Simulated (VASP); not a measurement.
Crystal: InAs.

```
CELL_PARAMETERS angstrom
0.00000 3.10041 3.00468
3.10041 0.00000 3.00468
3.10041 3.10041 0.00000
ATOMIC_POSITIONS crystal
In 0.00000 0.00000 0.00000
As 0.25000 0.25000 0.25000
```

This cell differs from its parent crystal: epitaxial xy strain +1.5%.

Base run:

| Item | Value |
| --- | --- |
| Program | VASP 6.6.1 |
| Functional | PBE |
| Potentials or basis | VASP PAW PBE potentials, release 64 (In_d, As) |
| Cutoff | 520 eV |
| k mesh | 8 × 8 × 8 |
| Occupations | fermi-dirac, width 0.02 eV |
| Spin | no spin polarisation |

Its results: band gap on the k mesh 0.14 eV, direct; pressure 1.3 GPa.

Problem. The run is repeated on the same cell with these changes: functional from PBE to r2SCAN; further incar settings from ALGO = Normal; EDIFF = 1e-07; NBANDS = 16 to ALGO = Normal; EDIFF = 1e-06; NBANDS = 16. What comes out?

Solution. Band gap on the k mesh 0.09 eV, direct; pressure -0.7 GPa.

Caveats: spin-orbit coupling is left out, which moves the levels of the heavy elements; the PAW data sets were made with another functional, which shifts forces and pressure a little (some runs).

